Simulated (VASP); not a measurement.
Set up this calculation in VASP 6.6.1, as the native input.

* Task: single point
* Functional: PBE
* Potentials or basis: VASP PAW PBE potentials, release 64 (Na_pv, Cl)
* Cutoff: 520 eV
* k mesh: 4 × 4 × 4
* Occupations: gaussian, width 0.01 eV
* Spin: no spin polarisation
* Dipole correction: no
* Further INCAR settings: ALGO = Normal; EDIFF = 1e-06; NBANDS = 14

The structure of NaCl lies in POSCAR:

```
NaCl
1.0
    0.0000000000      3.0349360294      3.0349360294
    3.0349360294      0.0000000000      3.0349360294
    3.0349360294      3.0349360294      0.0000000000
Na Cl
1 1
Direct
    0.0000000000      0.0000000000      0.0000000000
    0.2500000000      0.2500000000      0.2500000000
```

This cell differs from its parent crystal: volume changed by -5%.

The input as run:

INCAR

```
SYSTEM = NaCl
PREC     = Accurate       ! precision mode
ENCUT    = 520            ! plane-wave cutoff, eV
EDIFF    = 1E-6           ! SCF threshold, eV
ISMEAR   = 0              ! smearing method
SIGMA    = 0.01           ! smearing width, eV
LREAL    = .FALSE.        ! projectors in reciprocal space
LASPH    = .TRUE.         ! aspherical terms in the spheres
NELM     = 100            ! most SCF steps
ALGO     = Normal         ! electronic algorithm
ISIF     = 2              ! what is computed and relaxed
LWAVE    = .FALSE.        ! write WAVECAR
LCHARG   = .FALSE.        ! write CHGCAR
GGA      = PE             ! functional
NBANDS   = 14             ! bands
```

KPOINTS

```
regular mesh
0
G
  4 4 4
  0 0 0
```

Potentials or basis: VASP PAW PBE potentials, release 64 (Na_pv, Cl).

Launch:

```console
$ cat potpaw_PBE.64/Na_pv/POTCAR potpaw_PBE.64/Cl/POTCAR > POTCAR
$ mpirun -np 1 vasp_std > vasp.out
```

Results of the run:

```
Pressure               : 1.8 GPa
Band gap on the k mesh : 5.07 eV, direct
```

Caveat: the k points lie up to 0.45 Å⁻¹ apart.

Wall time 8 s on 1 thread of Intel(R) Xeon(R) Platinum 8488C (Sapphire Rapids) (shared host), peak memory 0.16 GiB.
